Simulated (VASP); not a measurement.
CdS (Greenockite): single point with LDA

CdS (Greenockite):

```
CELL_PARAMETERS angstrom
3.99204 0.00000 0.00000
-1.99602 3.45721 0.00000
0.00000 0.00000 6.71810
ATOMIC_POSITIONS crystal
Cd 0.33333 0.66667 0.99947
Cd 0.66667 0.33333 0.49947
S 0.33333 0.66667 0.37553
S 0.66667 0.33333 0.87553
```

This cell differs from its parent crystal: in-plane strain -0.02.

| Property | Result |
| --- | --- |
| Program | VASP 6.6.1 |
| Task | single point |
| Functional | LDA |
| Potentials or basis | VASP PAW LDA potentials, release 64 (Cd, S) |
| Cutoff | 520 eV |
| k mesh | 6 × 6 × 4 |
| Occupations | gaussian, width 0.01 eV |
| Spin | no spin polarisation |

* Pressure: 2.8 GPa
* Largest force: 0.305 eV/Å
* Band gap on the k mesh: 1.06 eV, direct

Forces on the atoms (eV/Å):
```
Cd   0.000  0.000  0.305
Cd   0.000  0.000  0.305
S    0.000  0.000 -0.305
S    0.000  0.000 -0.305
```

Stress tensor (GPa, compression positive):
```
4.23 0.00 0.00
0.00 4.23 0.00
0.00 0.00 0.01
```

Levels at points of the mesh, in eV from the valence-band top:
```tsv
k point	band 15	band 16	band 17	band 18	band 19	band 20	band 21	band 22
(0.00, 0.00, 0.00)	-0.80	-0.18	0.00	0.00	1.06	2.80	6.21	6.38
(0.50, 0.00, 0.00)	-3.07	-2.12	-1.58	-0.94	3.58	3.75	4.70	6.22
(0.00, 0.00, 0.50)	-0.42	-0.42	-0.42	-0.42	2.80	2.80	5.88	5.88
(0.50, 0.00, 0.50)	-1.67	-1.67	-1.56	-1.56	3.18	3.18	5.15	5.15
```

Wall time 70 s on 1 thread of Intel(R) Xeon(R) Platinum 8259CL CPU @ 2.50GHz (Skylake/Cascade Lake) (shared host), peak memory 0.19 GiB.

Caveat: the cell differs from its parent crystal (in-plane strain -0.02).
